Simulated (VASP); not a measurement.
# Au (Im-3m) in VASP: a series of runs

Au is run at these levels: PBE; tasks: relaxation of cell and atoms.

Program: VASP 6.6.1. These are calculated values, not measurements. Logs are shortened: lines on timing, memory, paths and dates and some standing lists are left out, and cuts for length are marked.

### 1 The cell of the first run

It takes space group Im-3m (No. 229, cubic). Conventional cell: a = 3.230 Å, b = 3.230 Å, c = 3.230 Å, α = 90.00°, β = 90.00°, γ = 90.00°. Within 3.7 Å of Au (site symmetry m-3m) lie 14 Au at 2.80 to 3.23 Å.

This isn't the form of Au at room conditions, which is fcc.

### 2 Relaxation of cell and atoms, PBE

INCAR

```
SYSTEM = Au
PREC     = Accurate       ! precision mode
ENCUT    = 500            ! plane-wave cutoff, eV
EDIFF    = 1E-7           ! SCF threshold, eV
ISMEAR   = 0              ! smearing method
SIGMA    = 0.05           ! smearing width, eV
LREAL    = .False.        ! projectors in reciprocal space
LASPH    = .True.         ! aspherical terms in the spheres
NELM     = 120            ! most SCF steps
ALGO     = Normal         ! electronic algorithm
ISIF     = 3              ! what is computed and relaxed
LWAVE    = .False.        ! write WAVECAR
LCHARG   = .False.        ! write CHGCAR
GGA      = PE             ! functional
IBRION   = 2              ! ionic algorithm
NSW      = 50             ! ionic steps
EDIFFG   = -0.01          ! ionic threshold
GGA_COMPAT= .False.      
NELMIN   = 4
```

KPOINTS

```
regular mesh
0
Gamma
  10 10 10
  0 0 0
```

POSCAR

```
Au
1.0
   -1.6150000000      1.6150000000      1.6150000000
    1.6150000000     -1.6150000000      1.6150000000
    1.6150000000      1.6150000000     -1.6150000000
Au
1
Direct
    0.0000000000      0.0000000000      0.0000000000
```

Potentials or basis: VASP PAW PBE potentials, release 64 (Au).

Run with:

```sh
$ cat potpaw_PBE.64/Au/POTCAR > POTCAR
$ mpirun -np 1 vasp_std > vasp.out
```

OUTCAR:

```text
SYSTEM = Au
   PREC = Accurate
   ENCUT = 500
   EDIFF = 1E-7
   ISMEAR = 0
   LREAL = .False.
   LASPH = .True.
   NELM = 120
   ISIF = 3
   GGA = PE
   IBRION = 2
   NSW = 50
   EDIFFG = -0.01
   NELMIN = 4

 ion  position               nearest neighbor table
   1  0.000  0.000  0.000-

  LATTYP: Found a body centered cubic cell.
 ALAT       =     3.2300000000

  Lattice vectors:

 A1 = (  -1.6150000000,   1.6150000000,   1.6150000000)
 A2 = (   1.6150000000,  -1.6150000000,   1.6150000000)
 A3 = (   1.6150000000,   1.6150000000,  -1.6150000000)

Analysis of symmetry for initial positions (statically):
=====================================================================
 Subroutine PRICEL returns:
 Original cell was already a primitive cell.

 Routine SETGRP: Setting up the symmetry group for a
 body centered cubic supercell.

 Subroutine GETGRP returns: Found 48 space group operations
 (whereof 48 operations were pure point group operations)
 out of a pool of 48 trial point group operations.

The static configuration has the point symmetry O_h .

Analysis of symmetry for dynamics (positions and initial velocities):
=====================================================================
 Subroutine PRICEL returns:
 Original cell was already a primitive cell.

 Routine SETGRP: Setting up the symmetry group for a
 body centered cubic supercell.

 Subroutine GETGRP returns: Found 48 space group operations
 (whereof 48 operations were pure point group operations)
 out of a pool of 48 trial point group operations.

The dynamic configuration has the point symmetry O_h .

 Subroutine INISYM returns: Found 48 space group operations
 (whereof 48 operations are pure point group operations),
 and found     1 'primitive' translations

----------------------------------------------------------------------------------------

                                     Primitive cell

  volume of cell :      16.8491

  direct lattice vectors                    reciprocal lattice vectors
    -1.615000000  1.615000000  1.615000000     0.000000000  0.309597523  0.309597523
     1.615000000 -1.615000000  1.615000000     0.309597523  0.000000000  0.309597523
     1.615000000  1.615000000 -1.615000000     0.309597523  0.309597523  0.000000000

  length of vectors
     2.797262054  2.797262054  2.797262054     0.437837016  0.437837016  0.437837016

  position of ions in fractional coordinates (direct lattice)
     0.000000000  0.000000000  0.000000000

  ion indices of the primitive-cell ions
   primitive index   ion index
                 1           1

----------------------------------------------------------------------------------------

 KPOINTS: regular mesh

Automatic generation of k-mesh.
 Grid dimensions read from file:
 generate k-points for:   10   10   10

 Generating k-lattice:

  Cartesian coordinates                     Fractional coordinates (reciprocal lattice)
     0.000000000  0.030959752  0.030959752     0.100000000  0.000000000  0.000000000
     0.030959752  0.000000000  0.030959752     0.000000000  0.100000000  0.000000000
     0.030959752  0.030959752  0.000000000     0.000000000  0.000000000  0.100000000

  Length of vectors
     0.043783702  0.043783702  0.043783702

  Shift w.r.t. Gamma in fractional coordinates (k-lattice)
     0.000000000  0.000000000  0.000000000

 Subroutine IBZKPT returns following result:
 ===========================================

 Found     47 irreducible k-points:

 Following reciprocal coordinates:
            Coordinates               Weight
  0.000000  0.000000  0.000000      1.000000
  0.100000  0.000000  0.000000     12.000000
  0.200000  0.000000  0.000000     12.000000
  0.300000  0.000000  0.000000     12.000000
  0.400000  0.000000  0.000000     12.000000
  0.500000  0.000000  0.000000      6.000000
[... 16 lines left out ...]
  0.300000  0.300000  0.100000      8.000000
 -0.300000  0.300000  0.100000     24.000000
 [... further k-points ...]
   k-points           NKPTS =     47   k-points in BZ     NKDIM =     47   number of bands    NBANDS=      9
   number of dos      NEDOS =    301   number of ions     NIONS =      1
   total plane-waves  NPLWV =   8000
   dimension x,y,z NGX =    20 NGY =   20 NGZ =   20
   dimension x,y,z NGXF=    40 NGYF=   40 NGZF=   40
   ions per type =               1
   NGX,Y,Z   is equivalent  to a cutoff of  11.89, 11.89, 11.89 a.u.
   NGXF,Y,Z  is equivalent  to a cutoff of  23.77, 23.77, 23.77 a.u.
 SYSTEM =  Au
   PREC   = accura    normal or accurate (medium, high low for compatibility)
   ISTART =      0    job   : 0-new  1-cont  2-samecut
   ICHARG =      2    charge: 1-file 2-atom 10-const
   ISPIN  =      1    spin polarized calculation?
   LNONCOLLINEAR =      F non collinear calculations
   LSORBIT =      F    spin-orbit coupling
   LASPH  =      T    aspherical Exc in radial PAW
   ENCUT  =  500.0 eV  36.75 Ry    6.06 a.u.   5.10  5.10  5.10*2*pi/ulx,y,z
   NELM   =    120;   NELMIN=  4; NELMDL= -5     # of ELM steps
   EDIFF  = 0.1E-06   stopping-criterion for ELM
   LREAL  =      F    real-space projection
   EDIFFG = -.1E-01   stopping-criterion for IOM
   NSW    =     50    number of steps for IOM
   IBRION =      2    ionic relax: 0-MD 1-quasi-New 2-CG
   NFREE  =      1    steps in history (QN), initial steepest desc. (CG)
   ISIF   =      3    stress and relaxation
   ISYM   =      2    0-nonsym 1-usesym 2-fastsym
   POTIM  = 0.5000    time-step for ionic-motion
   TEBEG  =    0.0;   TEEND  =   0.0 temperature during run
   PSTRESS=    0.0 pullay stress
   NELECT =      11.0000    total number of electrons
   NUPDOWN=      -1.0000    fix difference up-down
   EMIN   =  10.00;   EMAX   =-10.00  energy-range for DOS
   EFERMI =   0.00;   METHOD = LEGACY
   ISMEAR =     0;   SIGMA  =   0.05  broadening in eV -4-tet -1-fermi 0-gaus
   EFERMI_NEDOS =   21; number of points for ismear=-14 and -15
   IALGO  =     38    algorithm
   IMIX   =      4    mixing-type and parameters
     AMIX     =   0.40;   BMIX     =  1.00
     AMIX_MAG =   1.60;   BMIX_MAG =  1.00
  volume/ion in A,a.u.               =      16.85       113.70
  Fermi-wavevector in a.u.,A,eV,Ry     =   1.420190  2.683770 27.442141  2.016940
  Thomas-Fermi vector in A             =   2.541132
   LORBIT       =      0    0 simple, 1 ext, 2 COOP (PROOUT), +10 PAW based schemes
   GGA     = PE    functional components
   LHFCALC =     F    Hartree Fock is set to
   AEXX    =    0.0000 exact exchange contribution
   IVDW    =     0    specifies the selected vdW correction
   LEPSILON=     F    determine dielectric tensor
   LRPA    =     F    only Hartree local field effects (RPA)
 conjugate gradient relaxation of ions
 non-spin polarized calculation
 Gauss-broadening in eV      SIGMA  =   0.05
  energy-cutoff  :      500.00
  volume of cell :       16.85
 maximum number of plane-waves:       445
   NGX = 11   NGY = 11   NGZ = 11

--------------------------------------- Ionic step        1  -------------------------------------------

 number of electron      11.0000004 magnetization

 Free energy of the ion-electron system (eV)
  ---------------------------------------------------
  ext. energy  EPLUGINS =         0.00000000
  ---------------------------------------------------
  free energy    TOTEN  =        -3.14818787 eV

  energy without entropy =       -3.14706237  energy(sigma->0) =       -3.14762512

------------------------ aborting loop because EDIFF is reached ----------------------------------------

  FORCE on cell =-STRESS in cart. coord.  units (eV):
  Direction    XX          YY          ZZ          XY          YZ          ZX
  --------------------------------------------------------------------------------------
  -------------------------------------------------------------------------------------
  Total        1.1036005      1.1036005      1.1036005     -0.0000000     -0.0000000      0.0000000
  in kB      104.9409289    104.9409289    104.9409289     -0.0000000     -0.0000000      0.0000000
  external PRESSURE =     104.9409289 kB  Pullay stress =       0.0000000 kB
[... 90 lines left out ...]
  energy  without entropy=       -3.1792761935  energy(sigma->0) =       -3.18015670

--------------------------------------- Ionic step        4  -------------------------------------------

 number of electron      10.9999995 magnetization

 Free energy of the ion-electron system (eV)
  ---------------------------------------------------
  ext. energy  EPLUGINS =         0.00000000
  ---------------------------------------------------
  free energy    TOTEN  =        -3.18106685 eV

  energy without entropy =       -3.17934299  energy(sigma->0) =       -3.18020492

 E-fermi :   8.7775     XC(G=0): -12.4158

 val. band max:        8.7646007892   @ k =   0.4000   0.1000   0.0000
 cond. band min:       8.8117136261   @ k =   0.3000   0.1000   0.1000
 fundamental gap:      0.0471128370
 Fermi energy:         8.7774985542

 k-point     1 :       0.0000    0.0000    0.0000
  band No.  band energies     occupation
      1      -0.6747      2.00000
      2       4.0246      2.00000
      3       4.0246      2.00000
      4       4.0246      2.00000
      5       5.8051      2.00000
      6       5.8051      2.00000
      7      25.1493      0.00000
      8      25.1493      0.00000
      9      25.1493      0.00000
[... 265 lines left out ...]
 k-point    24 :      -0.3000    0.3000    0.1000
  band No.  band energies     occupation
      1       1.8974      2.00000
      2       3.5923      2.00000
      3       4.3166      2.00000
      4       5.2760      2.00000
      5       5.8387      2.00000
      6       6.2433      2.00000
      7      18.5132      0.00000
      8      22.7073      0.00000
      9      24.0667      0.00000

 [... further k-points ...]

------------------------ aborting loop because EDIFF is reached ----------------------------------------

  FORCE on cell =-STRESS in cart. coord.  units (eV):
  Direction    XX          YY          ZZ          XY          YZ          ZX
  --------------------------------------------------------------------------------------
  -------------------------------------------------------------------------------------
  Total       -0.0051211     -0.0051211     -0.0051211      0.0000000      0.0000000     -0.0000000
  in kB       -0.4572842     -0.4572842     -0.4572842      0.0000000      0.0000000     -0.0000000
  external PRESSURE =      -0.4572842 kB  Pullay stress =       0.0000000 kB
[... 16 lines left out ...]
  FREE ENERGIE OF THE ION-ELECTRON SYSTEM (eV)
  ---------------------------------------------------
  free  energy   TOTEN  =        -3.1810668524 eV

  energy  without entropy=       -3.1793429921  energy(sigma->0) =       -3.18020492

 reached required accuracy - stopping structural energy minimisation
```

Wall time 14 s (1 thread of Intel Xeon Platinum 8259CL at 2.50GHz (Skylake/Cascade Lake), shared host); peak memory 0.13 GiB.

What came out:

| Quantity | Value |
| --- | --- |
| Free energy | -3.1811 eV |
| Relaxed volume | 17.94 Å³/atom |
| Relaxed cell | a = 2.857 Å, b = 2.857 Å, c = 2.857 Å, α = 109.47°, β = 109.47°, γ = 109.47° |
| Space group after relaxing (to 0.1 Å) | Im-3m (No. 229) |
| Energy gained by relaxing | 32.9 meV/atom |
| Ionic steps | 4 |
| Pressure after relaxing | 0.0 GPa |
| Band gap on the k mesh | zero (an odd number of electrons rules out a gap without spin polarisation) |

The path:
```
step  energy change (eV)  largest force (eV/Å)  pressure (GPa)  volume (Å³)
   1              0.0000                0.0000           10.49        16.85
   2              0.0229                0.0000           -9.12        19.69
   3             -0.0328                0.0000           -0.26        17.97
   4             -0.0329                0.0000           -0.05        17.94
```

Final structure:
```
Au
1.0
    -1.64921    1.64921    1.64921
     1.64921   -1.64921    1.64921
     1.64921    1.64921   -1.64921
Au
1
Cartesian
  0.0000 0.0000 0.0000
```

Caveat: spin-orbit coupling is left out, which moves the levels of the heavy elements.

### 3 Relaxation of cell and atoms, PBE, target pressure 10 GPa, at which the enthalpy is minimised

INCAR

```
SYSTEM = Au
ALGO = Normal ; EDIFF = 1E-7
EDIFFG = -0.01 ; ENCUT = 500
GGA = PE ; GGA_COMPAT = .False.
IBRION = 2 ; ISIF = 3
ISMEAR = 0 ; LASPH = .True.
LCHARG = .False. ; LREAL = .False.
LWAVE = .False. ; NELM = 120
NELMIN = 4 ; NSW = 50
PREC = Accurate ; PSTRESS = 100.0
SIGMA = 0.05
```

KPOINTS

```
k-points
0
Gamma
  10 10 10
  0 0 0
```

POSCAR is that of step 2.

Potentials or basis: VASP PAW PBE potentials, release 64 (Au).

Run with:

```sh
$ cat potpaw_PBE.64/Au/POTCAR > POTCAR
$ mpirun -np 1 vasp_std > vasp.out
```

It took 9.9 s on 1 thread of Intel Xeon Platinum 8259CL at 2.50GHz (Skylake/Cascade Lake), shared host; peak memory 0.13 GiB.

Results (log left out):

```
Free energy                                                : -3.1508 eV
Relaxed volume                                             : 16.89 Å³/atom
Relaxed cell                                               : a = 2.800 Å, b = 2.800 Å, c = 2.800 Å, α = 109.47°, β = 109.47°, γ = 109.47°
Space group after relaxing (to 0.1 Å)                      : Im-3m (No. 229)
Energy change on relaxing (the run minimises the enthalpy) : -2.6 meV/atom
Ionic steps                                                : 3
Pressure after relaxing                                    : 10.0 GPa
Band gap on the k mesh                                     : zero (an odd number of electrons rules out a gap without spin polarisation)
```

Step by step:
| step | energy change (eV) | largest force (eV/Å) | pressure (GPa) | volume (Å³) |
| --- | --- | --- | --- | --- |
| 1 | 0.0000 | 0.0000 | 10.49 | 16.85 |
| 2 | -0.0077 | 0.0000 | 9.02 | 16.98 |
| 3 | -0.0026 | 0.0000 | 10.00 | 16.89 |

Final structure:
```
Au
1.0
    -1.61630    1.61630    1.61630
     1.61630   -1.61630    1.61630
     1.61630    1.61630   -1.61630
Au
1
Cartesian
  0.0000 0.0000 0.0000
```

Levels at points of the mesh, in eV from the Fermi level:
```
           k point  band 4  band 5  band 6  band 7  band 8  band 9
(0.00, 0.00, 0.00)   -5.06   -3.09   -3.09   16.41   16.41   16.41
(0.50, 0.00, 0.00)   -2.88   -1.52   -0.78    3.51   12.29   13.88
(0.50, 0.50, 0.50)   -1.91   -1.91    6.21    6.21    6.21    9.74
```

Caveat: the cell is relaxed towards a set pressure, so the run minimises the enthalpy, not the energy; spin-orbit coupling is left out, which moves the levels of the heavy elements.

### 4 Relaxation of cell and atoms, PBE, target pressure 20 GPa, at which the enthalpy is minimised

INCAR

```
PREC = Accurate
ENCUT = 500
EDIFF = 1E-7
ISMEAR = 0
SIGMA = 0.05
LREAL = False
LASPH = True
NELM = 120
ALGO = Normal
ISIF = 3
LWAVE = False
LCHARG = False
GGA = PE
IBRION = 2
NSW = 50
EDIFFG = -0.01
PSTRESS = 200.0
GGA_COMPAT = False
NELMIN = 4
```

KPOINTS

```
regular mesh
0
Gamma
  10 10 10
```

POSCAR is that of step 3.

Run with:

```sh
$ cat potpaw_PBE.64/Au/POTCAR > POTCAR
$ mpirun -np 1 vasp_std > vasp.out
```

It took 15 s on 1 thread of Intel Xeon Platinum 8259CL at 2.50GHz (Skylake/Cascade Lake), shared host; peak memory 0.14 GiB.

The run converged. Its results:

```
Free energy                                                : -3.0833 eV
Relaxed volume                                             : 16.16 Å³/atom
Relaxed cell                                               : a = 2.758 Å, b = 2.758 Å, c = 2.758 Å, α = 109.47°, β = 109.47°, γ = 109.47°
Space group after relaxing (to 0.1 Å)                      : Im-3m (No. 229)
Energy change on relaxing (the run minimises the enthalpy) : +64.9 meV/atom
Ionic steps                                                : 4
Pressure after relaxing                                    : 19.9 GPa
Band gap on the k mesh                                     : zero (an odd number of electrons rules out a gap without spin polarisation)
```

Step by step:
```
step  energy change (eV)  largest force (eV/Å)  pressure (GPa)  volume (Å³)
   1              0.0000                0.0000           10.49        16.85
   2              0.4268                0.0000           54.83        14.53
   3              0.0622                0.0000           19.60        16.18
   4              0.0649                0.0000           19.93        16.16
```

Final structure:
```cif
data_structure
_symmetry_space_group_name_H-M 'P 1'
_symmetry_Int_Tables_number 1
_cell_length_a 2.7584
_cell_length_b 2.7584
_cell_length_c 2.7584
_cell_angle_alpha 109.471
_cell_angle_beta 109.471
_cell_angle_gamma 109.471
_cell_volume 16.16
loop_
_atom_site_label
_atom_site_type_symbol
_atom_site_fract_x
_atom_site_fract_y
_atom_site_fract_z
_atom_site_occupancy
Au1 Au 0.00000 0.00000 0.00000 1
```

Levels at points of the mesh, in eV from the Fermi level:
```tsv
k point	band 2	band 3	band 4	band 5	band 6	band 7	band 8	band 9
(0.00, 0.00, 0.00)	-5.30	-5.30	-5.30	-3.19	-3.19	16.41	16.41	16.41
(0.50, 0.00, 0.00)	-6.50	-3.34	-2.96	-1.48	-0.97	3.80	12.31	14.22
(0.50, 0.50, 0.50)	-7.46	-1.91	-1.91	-1.91	6.27	6.27	6.27	10.32
```

Caveat: the cell is relaxed towards a set pressure, so the run minimises the enthalpy, not the energy; spin-orbit coupling is left out, which moves the levels of the heavy elements.

### 5 Relaxation of cell and atoms, PBE, target pressure 30 GPa, at which the enthalpy is minimised

INCAR

```
SYSTEM = Au
ALGO = Normal ; EDIFF = 1E-7
EDIFFG = -0.01 ; ENCUT = 500
GGA = PE ; GGA_COMPAT = .False.
IBRION = 2 ; ISIF = 3
ISMEAR = 0 ; LASPH = .True.
LCHARG = .False. ; LREAL = .False.
LWAVE = .False. ; NELM = 120
NELMIN = 4 ; NSW = 50
PREC = Accurate ; PSTRESS = 300.0
SIGMA = 0.05
```

KPOINTS

```
k-points
0
Gamma
  10 10 10
  0 0 0
```

POSCAR is that of step 4.

Run with:

```sh
$ cat potpaw_PBE.64/Au/POTCAR > POTCAR
$ mpirun -np 1 vasp_std > vasp.out
```

It took 18 s on 1 thread of Intel Xeon Platinum 8259CL at 2.50GHz (Skylake/Cascade Lake), shared host; peak memory 0.14 GiB.

Results (log left out):

```yaml
Free_energy: -2.9933 eV
Relaxed_volume: 15.57 Å³/atom
Relaxed_cell: a = 2.725 Å, b = 2.725 Å, c = 2.725 Å, α = 109.47°, β = 109.47°, γ = 109.47°
Space_group_after_relaxing_to_0.1_Å: Im-3m (No. 229)
Energy_change_on_relaxing_the_run_minimises_the_enthalpy: +154.9 meV/atom
Ionic_steps: 5
Pressure_after_relaxing: 30.0 GPa
Band_gap_on_the_k_mesh: zero (an odd number of electrons rules out a gap without spin polarisation)
```

The path:
```
step  energy change (eV)  largest force (eV/Å)  pressure (GPa)  volume (Å³)
   1              0.0000                0.0000           10.49        16.85
   2              1.7657                0.0000          154.07        12.33
   3              0.1348                0.0000           27.91        15.69
   4              0.1483                0.0000           29.33        15.61
   5              0.1549                0.0000           30.02        15.57
```

Final structure:
```
Au
1.0
    -1.57320    1.57320    1.57320
     1.57320   -1.57320    1.57320
     1.57320    1.57320   -1.57320
Au
1
Direct
  0.00000 0.00000 0.00000
```

Levels at points of the mesh, in eV from the Fermi level:
| k point | band 3 | band 4 | band 5 | band 6 | band 7 | band 8 | band 9 |
| --- | --- | --- | --- | --- | --- | --- | --- |
| (0.00, 0.00, 0.00) | -5.52 | -5.52 | -3.28 | -3.28 | 16.39 | 16.39 | 16.39 |
| (0.50, 0.00, 0.00) | -3.44 | -3.03 | -1.45 | -1.13 | 4.05 | 12.31 | 14.50 |
| (0.50, 0.50, 0.50) | -1.91 | -1.91 | -1.91 | 6.31 | 6.31 | 6.31 | 10.81 |

Caveat: the cell is relaxed towards a set pressure, so the run minimises the enthalpy, not the energy; spin-orbit coupling is left out, which moves the levels of the heavy elements.

### 6 Summary

```csv
cell,gap on the mesh (eV),pressure (GPa)
relaxed,none,0.0
relaxed to 10 GPa,none,10.0
relaxed to 20 GPa,none,19.9
relaxed to 30 GPa,none,30.0
```

Alike in all rows: task relaxation of cell and atoms; level PBE; potentials or basis VASP PAW PBE potentials, release 64 (Au); no spin polarisation; k mesh 10 × 10 × 10; cutoff (eV) 500; smearing gaussian 0.05 eV.

Caveats: spin-orbit coupling is left out, which moves the levels of the heavy elements; the cell is relaxed towards a set pressure, so the run minimises the enthalpy, not the energy (at least some runs).

Total energies depend on the potentials used, so only differences within one code and one set of settings carry meaning.

The gap in the log of VASP goes by the Fermi energy; the results here count the filled bands.